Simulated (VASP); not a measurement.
# TaN in VASP: single point with r2SCAN

Aim: the single point of TaN with r2SCAN.

Program: VASP 6.6.1. These are calculated values, not measurements. Logs are shortened: lines on timing, memory, paths and dates and some standing lists are left out, and cuts for length are marked.

## (1) The cell of the first run

The cell holds a slab with vacuum, 12 atoms: a = 3.109 Å, b = 3.109 Å, c = 25.991 Å, α = 90.00°, β = 90.00°, γ = 90.00°.

## (2) Single point, r2SCAN

Input file POSCAR:

```
TaN
1.0
    3.1088180371      0.0000000000      0.0000000000
    0.0000000000      3.1088180371      0.0000000000
    0.0000000000      0.0000000000     25.9913315776
Ta N
6 6
Direct
    0.0000000000      0.0000000000      0.2885577439
    0.5000000000      0.5000000000      0.3731346463
    0.0000000000      0.0000000000      0.4577115488
    0.5000000000      0.5000000000      0.5422884512
    0.0000000000      0.0000000000      0.6268653537
    0.5000000000      0.5000000000      0.7114422561
    0.5000000000      0.5000000000      0.2885577439
    0.0000000000      0.0000000000      0.3731346463
    0.5000000000      0.5000000000      0.4577115488
    0.0000000000      0.0000000000      0.5422884512
    0.5000000000      0.5000000000      0.6268653537
    0.0000000000      0.0000000000      0.7114422561
```

Input file INCAR.step1:

```
PREC = Accurate
ENCUT = 520
ISMEAR = 0
SIGMA = 0.1
LREAL = F
LASPH = T
NELM = 100
LDIPOL = T
IDIPOL = 3
DIPOL = 0.5 0.5 0.500
NBANDS = 60
GGA = PE
ALGO = Normal
EDIFF = 1E-4
LWAVE = T
LCHARG = F
```

Input file INCAR.step2:

```
PREC = Accurate
ENCUT = 520
EDIFF = 1E-7
ISMEAR = 0
SIGMA = 0.1
LREAL = F
LASPH = T
NELM = 100
ALGO = Normal
ISIF = 2
LWAVE = F
LCHARG = T
LDIPOL = T
IDIPOL = 3
DIPOL = 0.5 0.5 0.500
METAGGA = R2SCAN
LMIXTAU = T
LELF = T
LVHAR = T
LVACPOTAV = T
NBANDS = 60
ISTART = 1
```

Input file KPOINTS:

```
Automatic mesh
0
Gamma
  11 11 1
```

Potentials or basis: VASP PAW PBE potentials, release 64 (Ta_pv, N).

Started as:

```
cat potpaw_PBE.64/Ta_pv/POTCAR potpaw_PBE.64/N/POTCAR > POTCAR
cp INCAR.step1 INCAR
mpirun -np 1 vasp_std > vasp.out
cp INCAR.step2 INCAR
mpirun -np 1 vasp_std > vasp.out
```

OUTCAR:

```text
PREC = Accurate
   ENCUT = 520
   EDIFF = 1E-7
   ISMEAR = 0
   LREAL = F
   LASPH = T
   NELM = 100
   ISIF = 2
   METAGGA = R2SCAN
   ISTART = 1

 ion  position               nearest neighbor table
   1  0.000  0.000  0.289-   8 2.20   7 2.20   7 2.20   7 2.20   7 2.20   2 3.11   2 3.11   2 3.11
                             2 3.11
   2  0.500  0.500  0.373-   7 2.20   8 2.20   8 2.20   8 2.20   8 2.20   9 2.20   1 3.11   1 3.11
                             1 3.11   1 3.11   3 3.11   3 3.11   3 3.11   3 3.11
   3  0.000  0.000  0.458-  10 2.20   9 2.20   9 2.20   9 2.20   9 2.20   8 2.20   4 3.11   4 3.11
                             4 3.11   4 3.11   2 3.11   2 3.11   2 3.11   2 3.11
   4  0.500  0.500  0.542-   9 2.20  10 2.20  10 2.20  10 2.20  10 2.20  11 2.20   3 3.11   3 3.11
                             3 3.11   3 3.11   5 3.11   5 3.11   5 3.11   5 3.11
   5  0.000  0.000  0.627-  12 2.20  11 2.20  11 2.20  11 2.20  11 2.20  10 2.20   6 3.11   6 3.11
                             6 3.11   6 3.11   4 3.11   4 3.11   4 3.11   4 3.11
   6  0.500  0.500  0.711-  11 2.20  12 2.20  12 2.20  12 2.20  12 2.20   5 3.11   5 3.11   5 3.11
                             5 3.11
   7  0.500  0.500  0.289-   2 2.20   1 2.20   1 2.20   1 2.20   1 2.20
   8  0.000  0.000  0.373-   1 2.20   2 2.20   2 2.20   2 2.20   2 2.20   3 2.20
   9  0.500  0.500  0.458-   4 2.20   3 2.20   3 2.20   3 2.20   3 2.20   2 2.20
  10  0.000  0.000  0.542-   3 2.20   4 2.20   4 2.20   4 2.20   4 2.20   5 2.20
  11  0.500  0.500  0.627-   6 2.20   5 2.20   5 2.20   5 2.20   5 2.20   4 2.20
  12  0.000  0.000  0.711-   5 2.20   6 2.20   6 2.20   6 2.20   6 2.20

  LATTYP: Found a simple tetragonal cell.
 ALAT       =     3.1088180371
 C/A-ratio  =     8.3605187783

  Lattice vectors:

 A1 = (   3.1088180371,   0.0000000000,   0.0000000000)
 A2 = (   0.0000000000,   3.1088180371,   0.0000000000)
 A3 = (   0.0000000000,   0.0000000000,  25.9913315776)

Analysis of symmetry for initial positions (statically):
=====================================================================
 Subroutine PRICEL returns:
 Original cell was already a primitive cell.

 Routine SETGRP: Setting up the symmetry group for a
 simple tetragonal supercell.

 Subroutine GETGRP returns: Found 16 space group operations
 (whereof  8 operations were pure point group operations)
 out of a pool of 16 trial point group operations.

The static configuration has the point symmetry C_4v.
 The point group associated with its full space group is D_4h.

Analysis of symmetry for dynamics (positions and initial velocities):
=====================================================================
 Subroutine PRICEL returns:
 Original cell was already a primitive cell.

 Routine SETGRP: Setting up the symmetry group for a
 simple tetragonal supercell.

 Subroutine GETGRP returns: Found 16 space group operations
 (whereof  8 operations were pure point group operations)
 out of a pool of 16 trial point group operations.

The dynamic configuration has the point symmetry C_4v.
 The point group associated with its full space group is D_4h.

 Subroutine INISYM returns: Found 16 space group operations
 (whereof  8 operations are pure point group operations),
 and found     1 'primitive' translations

----------------------------------------------------------------------------------------

                                     Primitive cell

  volume of cell :     251.1997

  direct lattice vectors                    reciprocal lattice vectors
     3.108818037  0.000000000  0.000000000     0.321665658  0.000000000  0.000000000
     0.000000000  3.108818037  0.000000000     0.000000000  0.321665658  0.000000000
     0.000000000  0.000000000 25.991331578     0.000000000  0.000000000  0.038474366

  length of vectors
     3.108818037  3.108818037 25.991331578     0.321665658  0.321665658  0.038474366

  position of ions in fractional coordinates (direct lattice)
     0.000000000  0.000000000  0.288557744
     0.500000000  0.500000000  0.373134646
     0.000000000  0.000000000  0.457711549
     0.500000000  0.500000000  0.542288451
     0.000000000  0.000000000  0.626865354
     0.500000000  0.500000000  0.711442256
     0.500000000  0.500000000  0.288557744
     0.000000000  0.000000000  0.373134646
     0.500000000  0.500000000  0.457711549
     0.000000000  0.000000000  0.542288451
     0.500000000  0.500000000  0.626865354
     0.000000000  0.000000000  0.711442256

[... 32 lines left out ...]

  Shift w.r.t. Gamma in fractional coordinates (k-lattice)
     0.000000000  0.000000000  0.000000000

 Subroutine IBZKPT returns following result:
 ===========================================

 Found     21 irreducible k-points:

 Following reciprocal coordinates:
            Coordinates               Weight
  0.000000  0.000000  0.000000      1.000000
  0.090909  0.000000  0.000000      4.000000
  0.181818  0.000000  0.000000      4.000000
  0.272727  0.000000  0.000000      4.000000
  0.363636  0.000000  0.000000      4.000000
  0.454545  0.000000  0.000000      4.000000
[... 13 lines left out ...]
  0.454545  0.363636  0.000000      8.000000
  0.454545  0.454545  0.000000      4.000000
   k-points           NKPTS =     21   k-points in BZ     NKDIM =     21   number of bands    NBANDS=     60
   number of dos      NEDOS =    301   number of ions     NIONS =     12
   total plane-waves  NPLWV = 112896
   dimension x,y,z NGX =    24 NGY =   24 NGZ =  196
   dimension x,y,z NGXF=    48 NGYF=   48 NGZF=  392
   ions per type =               6   6
   NGX,Y,Z   is equivalent  to a cutoff of  12.83, 12.83, 12.54 a.u.
   NGXF,Y,Z  is equivalent  to a cutoff of  25.67, 25.67, 25.07 a.u.
 SYSTEM =  unknown system
   PREC   = accura    normal or accurate (medium, high low for compatibility)
   ISTART =      1    job   : 0-new  1-cont  2-samecut
   ICHARG =      0    charge: 1-file 2-atom 10-const
   ISPIN  =      1    spin polarized calculation?
   LNONCOLLINEAR =      F non collinear calculations
   LSORBIT =      F    spin-orbit coupling
   LASPH  =      T    aspherical Exc in radial PAW
   ENCUT  =  520.0 eV  38.22 Ry    6.18 a.u.   5.78  5.78 48.33*2*pi/ulx,y,z
   NELM   =    100;   NELMIN=  2; NELMDL=  0     # of ELM steps
   EDIFF  = 0.1E-06   stopping-criterion for ELM
   LREAL  =      F    real-space projection
   EDIFFG = 0.1E-05   stopping-criterion for IOM
   NSW    =      0    number of steps for IOM
   IBRION =     -1    ionic relax: 0-MD 1-quasi-New 2-CG
   NFREE  =      0    steps in history (QN), initial steepest desc. (CG)
   ISIF   =      2    stress and relaxation
   ISYM   =      2    0-nonsym 1-usesym 2-fastsym
   POTIM  = 0.5000    time-step for ionic-motion
   TEBEG  =    0.0;   TEEND  =   0.0 temperature during run
   PSTRESS=    0.0 pullay stress
   NELECT =      96.0000    total number of electrons
   NUPDOWN=      -1.0000    fix difference up-down
   EMIN   =  10.00;   EMAX   =-10.00  energy-range for DOS
   EFERMI =   0.00;   METHOD = LEGACY
   ISMEAR =     0;   SIGMA  =   0.10  broadening in eV -4-tet -1-fermi 0-gaus
   EFERMI_NEDOS =   21; number of points for ismear=-14 and -15
   IALGO  =     38    algorithm
   IMIX   =      4    mixing-type and parameters
     AMIX     =   0.40;   BMIX     =  1.00
     AMIX_MAG =   1.60;   BMIX_MAG =  1.00
  volume/ion in A,a.u.               =      20.93       141.26
  Fermi-wavevector in a.u.,A,eV,Ry     =   1.188025  2.245041 19.203305  1.411403
  Thomas-Fermi vector in A             =   2.324163
   LORBIT       =      0    0 simple, 1 ext, 2 COOP (PROOUT), +10 PAW based schemes
   METAGGA = R2SCAN    functional components
   LHFCALC =     F    Hartree Fock is set to
   AEXX    =    0.0000 exact exchange contribution
   IVDW    =     0    specifies the selected vdW correction
   LEPSILON=     F    determine dielectric tensor
   LRPA    =     F    only Hartree local field effects (RPA)
 non-spin polarized calculation
 Gauss-broadening in eV      SIGMA  =   0.10
  energy-cutoff  :      520.00
  volume of cell :      251.20
 maximum number of plane-waves:      6798
 NGX is ok and might be reduce to    24
   NGX = 11   NGY = 11   NGZ = 97

 dipolmoment           0.000000      0.000000      0.000000 electrons x Angstroem

 number of electron      96.0000010 magnetization

 dipolmoment           0.000000      0.000000     -0.000000 electrons x Angstroem

 Free energy of the ion-electron system (eV)
  ---------------------------------------------------
  ext. energy  EPLUGINS =         0.00000000
  ---------------------------------------------------
  free energy    TOTEN  =      -355.63907430 eV

  energy without entropy =     -355.60475710  energy(sigma->0) =     -355.62191570

 E-fermi :   3.1570     XC(G=0):  -8.1869

 val. band max:        3.1488289352   @ k =   0.4545   0.0000   0.0000
 cond. band min:       3.1649880972   @ k =   0.2727   0.0000   0.0000
 fundamental gap:      0.0161591619
 Fermi energy:         3.1570354664

 k-point     1 :       0.0000    0.0000    0.0000
  band No.  band energies     occupation
      1     -34.6725      2.00000
      2     -34.5548      2.00000
      3     -34.4769      2.00000
      4     -34.3128      2.00000
      5     -34.2519      2.00000
      6     -34.2519      2.00000
[... 1312 lines left out ...]
     59       6.5698      0.00000
     60       6.6244      0.00000

------------------------ aborting loop because EDIFF is reached ----------------------------------------

  FORCE on cell =-STRESS in cart. coord.  units (eV):
  Direction    XX          YY          ZZ          XY          YZ          ZX
  --------------------------------------------------------------------------------------
  -------------------------------------------------------------------------------------
  Total       -7.5305945     -7.5305945     -0.3899765      0.0000000     -0.0000000      0.0000000
  in kB      -48.0308981    -48.0308981     -2.4873098      0.0000000     -0.0000000      0.0000000
  external PRESSURE =     -32.8497020 kB  Pullay stress =       0.0000000 kB

 VOLUME and BASIS-vectors are now :
 -----------------------------------------------------------------------------
  energy-cutoff  :      520.00
  volume of cell :      251.20
      direct lattice vectors                 reciprocal lattice vectors
     3.108818037  0.000000000  0.000000000     0.321665658  0.000000000  0.000000000
     0.000000000  3.108818037  0.000000000     0.000000000  0.321665658  0.000000000
     0.000000000  0.000000000 25.991331578     0.000000000  0.000000000  0.038474366

 POSITION                                       TOTAL-FORCE (eV/Angst)
 -----------------------------------------------------------------------------------
      0.00000      0.00000      7.50000         0.000000      0.000000      2.191292
      1.55441      1.55441      9.69827         0.000000      0.000000     -0.645124
      0.00000      0.00000     11.89653         0.000000     -0.000000      0.655483
      1.55441      1.55441     14.09480         0.000000      0.000000     -0.655483
      0.00000      0.00000     16.29307         0.000000     -0.000000      0.645124
      1.55441      1.55441     18.49133         0.000000     -0.000000     -2.191292
      1.55441      1.55441      7.50000         0.000000      0.000000     -1.468006
      0.00000      0.00000      9.69827         0.000000      0.000000     -0.770985
      1.55441      1.55441     11.89653         0.000000      0.000000      0.158700
      0.00000      0.00000     14.09480         0.000000     -0.000000     -0.158700
      1.55441      1.55441     16.29307         0.000000     -0.000000      0.770985
      0.00000      0.00000     18.49133         0.000000     -0.000000      1.468006
 -----------------------------------------------------------------------------------
    total drift:                                0.000000     -0.000000     -0.000000

  FREE ENERGIE OF THE ION-ELECTRON SYSTEM (eV)
  ---------------------------------------------------
  free  energy   TOTEN  =      -355.6390743004 eV

  energy  without entropy=     -355.6047570991  energy(sigma->0) =     -355.62191570

 vacuum level on the upper side and lower side of the slab         6.753         6.753
```

Run time: 28 min. Hardware: 1 thread of AMD EPYC 9R45 (Zen 5), shared host; peak memory 0.49 GiB.

What came out:

- Free energy: -355.6391 eV
- Largest force: 2.191 eV/Å
- Band gap on the k mesh: zero (bands 48 and 49 overlap by 2.61 eV)

Forces in eV/Å, atoms in the order of the input:
```
Ta   0.000  0.000  2.191
Ta   0.000  0.000 -0.645
Ta   0.000  0.000  0.655
Ta   0.000  0.000 -0.655
Ta   0.000  0.000  0.645
Ta   0.000  0.000 -2.191
N    0.000  0.000 -1.468
N    0.000  0.000 -0.771
N    0.000  0.000  0.159
N    0.000  0.000 -0.159
N    0.000  0.000  0.771
N    0.000  0.000  1.468
```

Caveat: the PAW data sets were made with another functional, which shifts forces and pressure a little; spin-orbit coupling is left out, which moves the levels of the heavy elements.
